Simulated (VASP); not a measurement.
## W: single point with PBE

W:

```xyz
1
Lattice="-1.4846 1.4846 1.4846 1.4846 -1.4846 1.4846 1.4846 1.4846 -1.4846" Properties=species:S:1:pos:R:3 pbc="T T T"
W     0.0000    0.0000    0.0000
```

```json
{"Program": "VASP 6.6.1", "Task": "single point", "Functional": "PBE", "Potentials or basis": "VASP PAW PBE potentials, release 64 (W_sv)", "Cutoff": "520 eV", "k mesh": "18 × 18 × 18", "Occupations": "fermi-dirac, width 0.08 eV", "Spin": "no spin polarisation"}
```

| Property | Result |
| --- | --- |
| Pressure | 99.2 GPa |
| Band gap on the k mesh | zero (band 7 reaches 21.13 eV, above the bottom of band 8 at 12.82 eV) |

Levels at points of the mesh, in eV from the Fermi level:
| k point | band 3 | band 4 | band 5 | band 6 | band 7 | band 8 | band 9 | band 10 | band 11 | band 12 |
| --- | --- | --- | --- | --- | --- | --- | --- | --- | --- | --- |
| (0.00, 0.00, 0.00) | -37.22 | -37.22 | -10.69 | -1.67 | -1.67 | -1.67 | 2.65 | 2.65 | 14.84 | 14.84 |
| (0.50, 0.00, 0.00) | -37.96 | -37.25 | -7.70 | -4.69 | 1.57 | 2.72 | 3.95 | 8.02 | 11.90 | 14.56 |
| (0.50, 0.50, 0.50) | -38.83 | -38.83 | -7.64 | -7.64 | 6.65 | 6.65 | 6.65 | 9.98 | 9.98 | 9.98 |

Run time: 12 s on 1 thread of Intel Xeon 6975P-C, with other jobs on the host, peak memory 0.15 GiB.

Caveat: spin-orbit coupling is left out, which moves the levels of the heavy elements.
